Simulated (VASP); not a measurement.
LuSi2, 3 atoms in the cell. Symmetry: P6/mmm, No. 191, hexagonal system. Conventional cell: a = 3.775 Å, b = 3.775 Å, c = 4.077 Å, α = 90.00°, β = 90.00°, γ = 120.00°. Within 3.9 Å of Lu (site symmetry 6/mmm) lie 12 Si at 2.98 Å and 6 Lu at 3.77 Å. Si (site symmetry -6m2) has 3 Si at 2.18 Å and 6 Lu at 2.98 Å within 3.0 Å. 

| Quantity | Value |
| --- | --- |
| Program | VASP 6.6.1 |
| Task | electric field gradients |
| Functional | PBEsol |
| Potentials or basis | VASP PAW PBE potentials, release 64 (Lu, Si) |
| Cutoff | 520 eV |
| k mesh | 13 × 13 × 10 |
| Occupations | fermi-dirac, width 0.05 eV |
| Spin | no spin polarisation |
| Dipole correction | no |
| Further INCAR settings | ALGO = Normal; EDIFF = 1e-08; NBANDS = 24 |

Potentials or basis: VASP PAW PBE potentials, release 64 (Lu, Si).

Command:

```sh
$ cat potpaw_PBE.64/Lu/POTCAR potpaw_PBE.64/Si/POTCAR > POTCAR
$ mpirun -np 1 vasp_std > vasp.out
```

Hardware: 1 thread of Intel Xeon 8259CL (shared host).

Estimate the wall time of this run.

Run time: 4 min on 1 thread of Intel Xeon 8259CL (shared host), peak memory 0.28 GiB. Counts: scf iterations 15, k points 126.
